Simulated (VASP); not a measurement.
Here is a VASP 6.6.1 calculation.

Contents of INCAR:

```
ALGO = Normal
EDIFF = 1E-7
EDIFFG = -0.03
ENCUT = 520
GGA = PE
IBRION = 2
ISIF = 2
ISMEAR = -1
LASPH = True
LCHARG = False
LREAL = Auto
LWAVE = False
NELM = 100
NSW = 80
PREC = Accurate
SIGMA = 0.05
```

The input KPOINTS:

```
k-points
0
Gamma
  2 2 2
```

POSCAR

```
Si
1.0
    0.0000000000      5.4300000000      5.4300000000
    5.4300000000      0.0000000000      5.4300000000
    5.4300000000      5.4300000000      0.0000000000
Si
17
Direct
    0.0000000000      0.0000000000      0.0000000000
    0.1250000000      0.1250000000      0.1250000000
    0.0000000000      0.0000000000      0.5000000000
    0.1250000000      0.1250000000      0.6250000000
    0.0000000000      0.5000000000      0.0000000000
    0.1250000000      0.6250000000      0.1250000000
    0.0000000000      0.5000000000      0.5000000000
    0.1250000000      0.6250000000      0.6250000000
    0.5000000000      0.0000000000      0.0000000000
    0.6250000000      0.1250000000      0.1250000000
    0.5000000000      0.0000000000      0.5000000000
    0.6250000000      0.1250000000      0.6250000000
    0.5000000000      0.5000000000      0.0000000000
    0.6250000000      0.6250000000      0.1250000000
    0.5000000000      0.5000000000      0.5000000000
    0.6250000000      0.6250000000      0.6250000000
    0.8769604600      0.3754798300      0.3802474600
```

Potentials or basis: VASP PAW PBE potentials, release 64 (Si).

The run is started by

```bash
$ cat potpaw_PBE.64/Si/POTCAR > POTCAR
$ mpirun -np 1 vasp_std > vasp.out
```

(1) Predict the energy gained by relaxing.

(2) Estimate the band gap on the k mesh.

Results:

(1) 7.8 meV/atom.

(2) zero (band 34 reaches 6.93 eV, above the bottom of band 35 at 6.67 eV).

Caveat: the k points lie up to 0.50 Å⁻¹ apart.
